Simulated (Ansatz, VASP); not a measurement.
**One calculation of Cu2O, two programs**

```
Cu O
1.0
     4.26000    0.00000    0.00000
     0.00000    4.26000    0.00000
     0.00000    0.00000    4.26000
Cu O
4 2
Direct
  0.25000 0.25000 0.25000
  0.25000 0.75000 0.75000
  0.75000 0.75000 0.25000
  0.75000 0.25000 0.75000
  0.00000 0.00000 0.00000
  0.50000 0.50000 0.50000
```

Alike in both runs: task single point; functional PBE; k mesh 4 × 4 × 4; occupations gaussian, width 0.02 eV; no spin polarisation.

|  | VASP | Ansatz |
| --- | --- | --- |
| version | VASP 6.6.1 | Ansatz 0.2.0 |
| potentials or method | VASP PAW PBE potentials, release 64 (Cu, O), cutoff 600 eV | scalar-relativistic, plane waves, PAW |
| valence electrons in the cell | 56 | 88 |

|  | VASP | Ansatz | Ansatz less VASP |
| --- | --- | --- | --- |
| gap on the k mesh at the Fermi level (eV) | 0.54 | 0.53 | -0.005 |
| least direct gap on the mesh (eV) | 0.54 | 0.53 | -0.005 |
| pressure (GPa) | 4.2 | 3.3 | -0.85 |

VASP's potentials hold 56 valence electrons a cell and Ansatz's 88, so a difference there can come from the potentials and not from the codes.
